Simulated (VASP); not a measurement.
Input of a VASP 6.6.1 run:

File INCAR:

```
PREC = Accurate ; ENCUT = 910
EDIFF = 1E-6 ; ISMEAR = 0
SIGMA = 0.05 ; LREAL = F
LASPH = T ; NELM = 120
ALGO = Normal ; ISIF = 2
LWAVE = F ; LCHARG = F
GGA = CA ; NBANDS = 26
GGA_COMPAT = F
```

Contents of KPOINTS:

```
regular mesh
0
Gamma
  8 8 8
```

Contents of POSCAR:

```
C
1.0
   -2.4103983070      2.3621903409      2.3621903409
    2.4103983070     -2.4586062731      2.4586062731
    2.4103983070      2.4586062731     -2.4586062731
C
8
Direct
    0.3254710870      0.0000000000      0.0000000000
    0.6745289130      0.6745289130      0.6745289130
    0.0000000000      0.3254710870      0.0000000000
    0.0000000000      0.0000000000      0.3254710870
    0.0000000000      0.6745289130      0.0000000000
    0.3254710870      0.3254710870      0.3254710870
    0.6745289130      0.0000000000      0.0000000000
    0.0000000000      0.0000000000      0.6745289130
```

Potentials or basis: VASP PAW LDA potentials, release 64 (C_h).

Launch:

```bash
$ cat potpaw_LDA.64/C_h/POTCAR > POTCAR
$ mpirun -np 1 vasp_std > vasp.out
```

Task: What does it give for the pressure?

Result: 0.6 GPa.

Task: What does it give for the band gap on the k mesh?

Result: 2.71 eV (least direct gap 3.59 eV).

Task: Predict the largest force.

Result: 0.128 eV/Å.

Forces on the atoms (eV/Å):
```
C    0.053 -0.046 -0.046
C    0.053  0.046  0.046
C    0.057 -0.081  0.081
C    0.057  0.081 -0.081
C   -0.057  0.081 -0.081
C   -0.053 -0.046 -0.046
C   -0.053  0.046  0.046
C   -0.057 -0.081  0.081
```

Caveat: the cell differs from its parent crystal (strain -0.0400 x Voigt [0, 0, 0, 1, 0, 0]); the cutoff is under 1.25 times the usual one of these potentials, so pressure, stress and relaxed cells hold a basis-set (Pulay) error. A k mesh can miss the band edges.
